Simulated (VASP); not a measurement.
# In3Ga2P5 (R-3m) in VASP: single point with PBE

Aim: the single point of In3Ga2P5 with PBE.

Everything below comes from runs of VASP 6.6.1. Logs are shortened: lines on timing, memory, paths and dates and some standing lists are left out, and cuts for length are marked.

### 1 The cell of the first run

It takes space group R-3m (No. 166, trigonal). Conventional cell: a = 3.925 Å, b = 3.925 Å, c = 48.072 Å, α = 90.00°, β = 90.00°, γ = 120.00°. In (site symmetry 3m) has 6 P at 2.78 Å within 3.7 Å. In (site symmetry -3m) has 6 P at 2.78 Å within 3.7 Å. Within 3.7 Å of Ga (site symmetry 3m) lie 6 P at 2.78 Å. Within 3.7 Å of P (site symmetry 3m) lie 3 In at 2.78 Å and 3 Ga at 2.78 Å. Within 3.7 Å of P (site symmetry 3m) lie 3 Ga at 2.78 Å and 3 In at 2.78 Å. Within 3.7 Å of P (site symmetry -3m) lie 6 In at 2.78 Å.

### 2 Single point, PBE

Input file INCAR:

```
SYSTEM = In3Ga2P5
PREC = Accurate
ENCUT = 520
EDIFF = 1E-6
ISMEAR = 0
SIGMA = 0.1
LREAL = .False.
LASPH = .True.
NELM = 100
ALGO = Normal
ISIF = 2
LWAVE = .False.
LCHARG = .False.
GGA = PE
NBANDS = 56
```

Input file KPOINTS:

```
regular mesh
0
Gamma
  6 6 6
  0 0 0
```

Input file POSCAR:

```
In3Ga2P5
1.0
    1.9625142300      1.1330581200     16.0238615800
   -1.9625142300      1.1330581200     16.0238615800
    0.0000000000     -2.2661162400     16.0238615800
In Ga P
3 2 5
Direct
    0.3000000000      0.3000000000      0.3000000000
    0.5000000000      0.5000000000      0.5000000000
    0.7000000000      0.7000000000      0.7000000000
    0.9000000000      0.9000000000      0.9000000000
    0.1000000000      0.1000000000      0.1000000000
    0.6000000000      0.6000000000      0.6000000000
    0.2000000000      0.2000000000      0.2000000000
    0.8000000000      0.8000000000      0.8000000000
    0.4000000000      0.4000000000      0.4000000000
    0.0000000000      0.0000000000      0.0000000000
```

Potentials or basis: VASP PAW PBE potentials, release 64 (In_d, Ga_d, P).

Run with:

```bash
cat potpaw_PBE.64/In_d/POTCAR potpaw_PBE.64/Ga_d/POTCAR potpaw_PBE.64/P/POTCAR > POTCAR
mpirun -np 1 vasp_std > vasp.out
```

OUTCAR:

```text
SYSTEM = In3Ga2P5
   PREC = Accurate
   ENCUT = 520
   EDIFF = 1E-6
   ISMEAR = 0
   LREAL = .False.
   LASPH = .True.
   NELM = 100
   ISIF = 2
   GGA = PE

 ion  position               nearest neighbor table
   1  0.300  0.300  0.300-   6 2.78   6 2.78  10 2.78  10 2.78   6 2.78  10 2.78   3 3.93   3 3.93
                             3 3.93
   2  0.500  0.500  0.500-   7 2.78   7 2.78   8 2.78   8 2.78   7 2.78   8 2.78
   3  0.700  0.700  0.700-   9 2.78   9 2.78  10 2.78  10 2.78   9 2.78  10 2.78   1 3.93   1 3.93
                             1 3.93
   4  0.900  0.900  0.900-   7 2.78   7 2.78   6 2.78   6 2.78   7 2.78   6 2.78
   5  0.100  0.100  0.100-   8 2.78   8 2.78   9 2.78   9 2.78   8 2.78   9 2.78
   6  0.600  0.600  0.600-   1 2.78   1 2.78   4 2.78   4 2.78   1 2.78   4 2.78
   7  0.200  0.200  0.200-   4 2.78   4 2.78   2 2.78   2 2.78   4 2.78   2 2.78
   8  0.800  0.800  0.800-   5 2.78   5 2.78   2 2.78   2 2.78   5 2.78   2 2.78
   9  0.400  0.400  0.400-   3 2.78   3 2.78   5 2.78   5 2.78   3 2.78   5 2.78
  10  0.000  0.000  0.000-   3 2.78   3 2.78   1 2.78   1 2.78   3 2.78   1 2.78

  LATTYP: Found a trigonal (rhomboedric) cell.
 ALAT       =    16.1833069161
 COS(alpha) =     0.9705882352

  Lattice vectors:

 A1 = (   1.9625142300,   1.1330581200,  16.0238615800)
 A2 = (  -1.9625142300,   1.1330581200,  16.0238615800)
 A3 = (   0.0000000000,  -2.2661162400,  16.0238615800)

Analysis of symmetry for initial positions (statically):
=====================================================================
 Subroutine PRICEL returns:
 Original cell was already a primitive cell.

 Routine SETGRP: Setting up the symmetry group for a
 trigonal (rhombohedral) supercell.

 Subroutine GETGRP returns: Found 12 space group operations
 (whereof 12 operations were pure point group operations)
 out of a pool of 12 trial point group operations.

The static configuration has the point symmetry D_3d.

Analysis of symmetry for dynamics (positions and initial velocities):
=====================================================================
 Subroutine PRICEL returns:
 Original cell was already a primitive cell.

 Routine SETGRP: Setting up the symmetry group for a
 trigonal (rhombohedral) supercell.

 Subroutine GETGRP returns: Found 12 space group operations
 (whereof 12 operations were pure point group operations)
 out of a pool of 12 trial point group operations.

The dynamic configuration has the point symmetry D_3d.

 Subroutine INISYM returns: Found 12 space group operations
 (whereof 12 operations are pure point group operations),
 and found     1 'primitive' translations

----------------------------------------------------------------------------------------

                                     Primitive cell

  volume of cell :     213.7881

  direct lattice vectors                    reciprocal lattice vectors
     1.962514230  1.133058120 16.023861580     0.254775223  0.147094543  0.020802310
    -1.962514230  1.133058120 16.023861580    -0.254775223  0.147094543  0.020802310
     0.000000000 -2.266116240 16.023861580     0.000000000 -0.294189087  0.020802310

  length of vectors
    16.183306916 16.183306916 16.183306916     0.294923642  0.294923642  0.294923642

  position of ions in fractional coordinates (direct lattice)
     0.300000000  0.300000000  0.300000000
     0.500000000  0.500000000  0.500000000
     0.700000000  0.700000000  0.700000000
     0.900000000  0.900000000  0.900000000
     0.100000000  0.100000000  0.100000000
     0.600000000  0.600000000  0.600000000
     0.200000000  0.200000000  0.200000000
     0.800000000  0.800000000  0.800000000
     0.400000000  0.400000000  0.400000000
     0.000000000  0.000000000  0.000000000

  ion indices of the primitive-cell ions
   primitive index   ion index
                 1           1
                 2           2
                 3           3
                 4           4
                 5           5
                 6           6
                 7           7
                 8           8
                 9           9
                10          10

----------------------------------------------------------------------------------------

 KPOINTS: regular mesh

Automatic generation of k-mesh.
 Grid dimensions read from file:
 generate k-points for:    6    6    6

 Generating k-lattice:

  Cartesian coordinates                     Fractional coordinates (reciprocal lattice)
     0.042462537  0.024515757  0.003467052     0.166666667  0.000000000 -0.000000000
    -0.042462537  0.024515757  0.003467052     0.000000000  0.166666667 -0.000000000
     0.000000000 -0.049031514  0.003467052    -0.000000000 -0.000000000  0.166666667

  Length of vectors
     0.049153940  0.049153940  0.049153940

  Shift w.r.t. Gamma in fractional coordinates (k-lattice)
     0.000000000  0.000000000  0.000000000

 Subroutine IBZKPT returns following result:
 ===========================================

 Found     32 irreducible k-points:

 Following reciprocal coordinates:
            Coordinates               Weight
  0.000000  0.000000  0.000000      1.000000
  0.166667  0.000000  0.000000      6.000000
  0.333333  0.000000  0.000000      6.000000
  0.500000  0.000000  0.000000      3.000000
  0.166667  0.166667  0.000000      6.000000
  0.333333  0.166667  0.000000     12.000000
[... 16 lines left out ...]
  0.500000  0.500000  0.166667      6.000000
 -0.333333  0.500000  0.166667     12.000000
 [... further k-points ...]
   k-points           NKPTS =     32   k-points in BZ     NKDIM =     32   number of bands    NBANDS=     56
   number of dos      NEDOS =    301   number of ions     NIONS =     10
   total plane-waves  NPLWV = ******
   dimension x,y,z NGX =   120 NGY =  120 NGZ =  120
   dimension x,y,z NGXF=   240 NGYF=  240 NGZF=  240
   ions per type =               3   2   5
   NGX,Y,Z   is equivalent  to a cutoff of  12.33, 12.33, 12.33 a.u.
   NGXF,Y,Z  is equivalent  to a cutoff of  24.65, 24.65, 24.65 a.u.
 SYSTEM =  In3Ga2P5
   PREC   = accura    normal or accurate (medium, high low for compatibility)
   ISTART =      0    job   : 0-new  1-cont  2-samecut
   ICHARG =      2    charge: 1-file 2-atom 10-const
   ISPIN  =      1    spin polarized calculation?
   LNONCOLLINEAR =      F non collinear calculations
   LSORBIT =      F    spin-orbit coupling
   LASPH  =      T    aspherical Exc in radial PAW
   ENCUT  =  520.0 eV  38.22 Ry    6.18 a.u.  30.09 30.09 30.09*2*pi/ulx,y,z
   NELM   =    100;   NELMIN=  2; NELMDL= -5     # of ELM steps
   EDIFF  = 0.1E-05   stopping-criterion for ELM
   LREAL  =      F    real-space projection
[... 7 lines left out ...]
   TEBEG  =    0.0;   TEEND  =   0.0 temperature during run
   PSTRESS=    0.0 pullay stress
   NELECT =      90.0000    total number of electrons
   NUPDOWN=      -1.0000    fix difference up-down
   EMIN   =  10.00;   EMAX   =-10.00  energy-range for DOS
   EFERMI =   0.00;   METHOD = LEGACY
   ISMEAR =     0;   SIGMA  =   0.10  broadening in eV -4-tet -1-fermi 0-gaus
   EFERMI_NEDOS =   21; number of points for ismear=-14 and -15
   IALGO  =     38    algorithm
   IMIX   =      4    mixing-type and parameters
     AMIX     =   0.40;   BMIX     =  1.00
     AMIX_MAG =   1.60;   BMIX_MAG =  1.00
  volume/ion in A,a.u.               =      21.38       144.27
  Fermi-wavevector in a.u.,A,eV,Ry     =   1.226953  2.318605 20.482390  1.505413
  Thomas-Fermi vector in A             =   2.361934
   LORBIT       =      0    0 simple, 1 ext, 2 COOP (PROOUT), +10 PAW based schemes
   GGA     = PE    functional components
   LHFCALC =     F    Hartree Fock is set to
   AEXX    =    0.0000 exact exchange contribution
   IVDW    =     0    specifies the selected vdW correction
   LEPSILON=     F    determine dielectric tensor
   LRPA    =     F    only Hartree local field effects (RPA)
 non-spin polarized calculation
 Gauss-broadening in eV      SIGMA  =   0.10
  energy-cutoff  :      520.00
  volume of cell :      213.79
 maximum number of plane-waves:      5826
   NGX = 61   NGY = 61   NGZ = 61

 number of electron      90.0000016 magnetization

 Free energy of the ion-electron system (eV)
  ---------------------------------------------------
  ext. energy  EPLUGINS =         0.00000000
  ---------------------------------------------------
  free energy    TOTEN  =       -39.73248320 eV

  energy without entropy =      -39.69732080  energy(sigma->0) =      -39.71490200

 E-fermi :   5.8322     XC(G=0): -10.2017

 val. band max:        5.8299512297   @ k =  -0.3333   0.3333   0.3333
 cond. band min:       5.8422320177   @ k =  -0.3333   0.3333   0.3333
 fundamental gap:      0.0122807880
 Fermi energy:         5.8321952505

 k-point     1 :       0.0000    0.0000    0.0000
  band No.  band energies     occupation
      1      -8.6927      2.00000
      2      -8.6927      2.00000
      3      -8.6923      2.00000
      4      -8.6923      2.00000
      5      -8.6776      2.00000
      6      -8.6773      2.00000
[... 48 lines left out ...]
     55      10.3282      0.00000
     56      10.5670      0.00000

 k-point     2 :       0.1667    0.0000    0.0000
  band No.  band energies     occupation
      1      -8.7049      2.00000
      2      -8.7038      2.00000
      3      -8.6899      2.00000
      4      -8.6897      2.00000
      5      -8.6742      2.00000
      6      -8.6741      2.00000
[... 48 lines left out ...]
     55      10.3454      0.00000
     56      10.5817      0.00000

 k-point     3 :       0.3333    0.0000    0.0000
  band No.  band energies     occupation
      1      -8.7337      2.00000
      2      -8.7289      2.00000
      3      -8.6884      2.00000
      4      -8.6877      2.00000
      5      -8.6761      2.00000
      6      -8.6751      2.00000
[... 1172 lines left out ...]
 k-point    23 :       0.5000    0.5000    0.1667
  band No.  band energies     occupation
      1      -8.7343      2.00000
      2      -8.7283      2.00000
      3      -8.6884      2.00000
      4      -8.6877      2.00000
      5      -8.6761      2.00000
      6      -8.6751      2.00000
[... 48 lines left out ...]
     55      10.2782      0.00000
     56      10.7635      0.00000

 k-point    24 :      -0.3333    0.5000    0.1667
  band No.  band energies     occupation
      1      -8.7375      2.00000
      2      -8.7324      2.00000
      3      -8.6988      2.00000
      4      -8.6978      2.00000
      5      -8.6727      2.00000
      6      -8.6717      2.00000
[... 48 lines left out ...]
     55      10.6723      0.00000
     56      10.7483      0.00000

 [... further k-points ...]

------------------------ aborting loop because EDIFF is reached ----------------------------------------

  FORCE on cell =-STRESS in cart. coord.  units (eV):
  Direction    XX          YY          ZZ          XY          YZ          ZX
  --------------------------------------------------------------------------------------
  -------------------------------------------------------------------------------------
  Total       -6.8128203     -6.8128203     -5.6266833     -0.0000000      0.0000000      0.0000000
  in kB      -51.0568570    -51.0568571    -42.1676710     -0.0000000      0.0000000      0.0000000
  external PRESSURE =     -48.0937950 kB  Pullay stress =       0.0000000 kB

 VOLUME and BASIS-vectors are now :
 -----------------------------------------------------------------------------
  energy-cutoff  :      520.00
  volume of cell :      213.79
      direct lattice vectors                 reciprocal lattice vectors
     1.962514230  1.133058120 16.023861580     0.254775223  0.147094543  0.020802310
    -1.962514230  1.133058120 16.023861580    -0.254775223  0.147094543  0.020802310
     0.000000000 -2.266116240 16.023861580     0.000000000 -0.294189087  0.020802310

 POSITION                                       TOTAL-FORCE (eV/Angst)
 -----------------------------------------------------------------------------------
      0.00000      0.00000     14.42148         0.000000     -0.000000     -0.189292
      0.00000      0.00000     24.03579        -0.000000     -0.000000      0.000000
      0.00000      0.00000     33.65011         0.000000     -0.000000      0.189292
      0.00000      0.00000     43.26443         0.000000     -0.000000      0.025136
      0.00000      0.00000      4.80716         0.000000     -0.000000     -0.025136
      0.00000      0.00000     28.84295         0.000000     -0.000000     -0.606931
      0.00000      0.00000      9.61432         0.000000      0.000000      0.597476
      0.00000      0.00000     38.45727         0.000000     -0.000000     -0.597476
      0.00000      0.00000     19.22863         0.000000      0.000000      0.606931
      0.00000      0.00000      0.00000         0.000000     -0.000000      0.000000
 -----------------------------------------------------------------------------------
    total drift:                                0.000000     -0.000000     -0.000000

  FREE ENERGIE OF THE ION-ELECTRON SYSTEM (eV)
  ---------------------------------------------------
  free  energy   TOTEN  =       -39.7324832049 eV

  energy  without entropy=      -39.6973207959  energy(sigma->0) =      -39.71490200
```

Run time: 70 min. Hardware: 1 thread of Intel Xeon 6975P-C (Granite Rapids), shared host; peak memory 2.8 GiB.

What came out:

| Item | Value |
| --- | --- |
| Free energy | -39.7325 eV |
| Pressure | -4.8 GPa |
| Largest force | 0.607 eV/Å |
| Band gap on the k mesh | zero (band 45 reaches 6.17 eV, above the bottom of band 46 at 5.45 eV) |

Forces in eV/Å, atoms in the order of the input:
```
In   0.000  0.000 -0.189
In   0.000  0.000  0.000
In   0.000  0.000  0.189
Ga   0.000  0.000  0.025
Ga   0.000  0.000 -0.025
P    0.000  0.000 -0.607
P    0.000  0.000  0.597
P    0.000  0.000 -0.597
P    0.000  0.000  0.607
P    0.000  0.000  0.000
```

Levels at points of the mesh, in eV from the Fermi level:
| k point | band 43 | band 44 | band 45 | band 46 | band 47 | band 48 |
| --- | --- | --- | --- | --- | --- | --- |
| (0.00, 0.00, 0.00) | 0.08 | 0.08 | 0.08 | 0.08 | 2.05 | 2.43 |
| (0.50, 0.00, 0.00) | -1.27 | -1.03 | -0.97 | 0.13 | 0.14 | 0.78 |
| (0.50, 0.50, 0.00) | -0.66 | -0.65 | -0.41 | -0.28 | -0.28 | -0.05 |
| (0.50, 0.50, 0.50) | 0.01 | 0.13 | 0.13 | 1.20 | 1.35 | 2.55 |

Caveat: spin-orbit coupling is left out, which moves the levels of the heavy elements.
